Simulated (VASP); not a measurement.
Write the native input for VASP 6.6.1 that does the following.

* Task: single point
* Functional: PBE
* Potentials or basis: VASP PAW PBE potentials, release 64 (Ta_pv, N)
* Cutoff: 520 eV
* k mesh: 12 × 12 × 10
* Occupations: fermi-dirac, width 0.02 eV
* Spin: no spin polarisation
* Dipole correction: no
* Further INCAR settings: ALGO = Normal; EDIFF = 1e-06; NBANDS = 15

The structure of TaN lies in POSCAR:

```
TaN
1.0
    2.9956213083      0.0000000000      0.0000000000
   -1.4978106541      2.5942841531      0.0000000000
    0.0000000000      0.0000000000      2.9395437670
Ta N
1 1
Direct
    0.3333333333      0.6666666667      0.5000000000
    0.0000000000      0.0000000000      0.0000000000
```

This cell differs from its parent crystal: volume scaled by 1.06.

One way to write it, as run:

INCAR

```
  PREC = Accurate
  ENCUT = 520
  EDIFF = 1E-6
  ISMEAR = -1
  SIGMA = 0.02
  LREAL = False
  LASPH = True
  NELM = 80
  ALGO = Normal
  ISIF = 2
  LWAVE = False
  LCHARG = False
  GGA = PE
  NBANDS = 15
```

KPOINTS

```
Automatic mesh
0
Gamma
  12 12 10
```

Potentials or basis: VASP PAW PBE potentials, release 64 (Ta_pv, N).

Run with:

```sh
$ cat potpaw_PBE.64/Ta_pv/POTCAR potpaw_PBE.64/N/POTCAR > POTCAR
$ mpirun -np 1 vasp_std > vasp.out
```

It gave:

The pressure is -13.2 GPa. The band gap on the k mesh is zero (band 8 reaches 8.05 eV, above the bottom of band 9 at 7.58 eV).

Caveat: spin-orbit coupling is left out, which moves the levels of the heavy elements.

Wall time 18 s on 1 thread of Intel(R) Xeon(R) Platinum 8259CL CPU @ 2.50GHz (Skylake/Cascade Lake) (shared host), peak memory 0.17 GiB.
